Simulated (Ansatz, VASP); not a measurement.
## One calculation of Ta4C3, two programs

File POSCAR:

```
Ta4C3
1.0
   -3.1177991687      0.0000000000      0.0000000000
   -1.5588995843     -2.7000932840      0.0000000000
    0.0000000000      0.9000310947     10.2185930705
Ta C
4 3
Direct
    0.2784287395      0.3734425210      0.1900275630
    0.1529091180      0.6244817640      0.9431452919
   -0.1397362440      0.2097724879      0.6990174637
    0.5679345320      0.7944309361      0.4529928082
    0.2139644660      0.5023710681      0.5768132042
    0.9672754744      0.9957490511      0.0569471534
   -0.0772260909      0.0847521819      0.3239565456
```

INCAR.step1

```
SYSTEM = Ta4C3
PREC = Accurate
ENCUT = 520
ISMEAR = 0
SIGMA = 0.15
LREAL = .False.
LASPH = .True.
NELM = 60
NBANDS = 37
GGA = PE
ALGO = Normal
EDIFF = 1E-4
LWAVE = .True.
LCHARG = .False.
```

Contents of INCAR.step2:

```
SYSTEM = Ta4C3
PREC = Accurate
ENCUT = 520
EDIFF = 1E-6
ISMEAR = 0
SIGMA = 0.15
LREAL = .False.
LASPH = .True.
NELM = 60
ALGO = Normal
ISIF = 2
LWAVE = .False.
LCHARG = .False.
METAGGA = R2SCAN
LMIXTAU = .True.
NBANDS = 37
ISTART = 1
```

Contents of KPOINTS:

```
regular mesh
0
Gamma
  14 14 4
  0 0 0
```

Input for Ansatz:

```yaml
crystal:
  lattice:
    - [-3.1177991687, 0.0, 0.0]
    - [-1.5588995843, -2.700093284, 0.0]
    - [0.0, 0.9000310947, 10.2185930705]
  atoms:
    - { symbol: Ta, position: [0.2784287395, 0.373442521, 0.190027563] }
    - { symbol: Ta, position: [0.152909118, 0.624481764, 0.9431452919] }
    - { symbol: Ta, position: [-0.139736244, 0.2097724879, 0.6990174637] }
    - { symbol: Ta, position: [0.567934532, 0.7944309361, 0.4529928082] }
    - { symbol: C, position: [0.213964466, 0.5023710681, 0.5768132042] }
    - { symbol: C, position: [0.9672754744, 0.9957490511, 0.0569471534] }
    - { symbol: C, position: [-0.0772260909, 0.0847521819, 0.3239565456] }
basis:
  ecutwfc: 500
kpoints:
  mp_grid: { grid: [14, 14, 4] }
hamiltonian:
  xc: r2scan
scf:
  occupations: { method: gaussian, width: 0.15 }
output:
  forces: true
  stress: true
  eigenvalues: true
```

Alike in both runs: task single point; functional r2SCAN; k mesh 14 × 14 × 4; occupations gaussian, width 0.15 eV; no spin polarisation.

|  | VASP | Ansatz |
| --- | --- | --- |
| version | VASP 6.6.1 | Ansatz 0.2.0 |
| potentials or method | VASP PAW PBE potentials, release 64 (Ta_pv, C), cutoff 520 eV | scalar-relativistic, plane waves, PAW |
| valence electrons in the cell | 56 | 64 |

|  | VASP | Ansatz | Ansatz less VASP |
| --- | --- | --- | --- |
| gap on the k mesh at the Fermi level (eV) | none | none | - |
| rms of the force components (eV/Å) | 10.765 | 9.977 | -0.7888 |

VASP's potentials were made for PBE, not for r2SCAN. Atom by atom the forces differ by 0.792 eV/Å (rms over components). A gap of «none» marks a metal or a gap that the smearing closes. VASP's potentials hold 56 valence electrons a cell and Ansatz's 64, so a difference there can come from the potentials and not from the codes.

Spin-orbit coupling is off throughout.
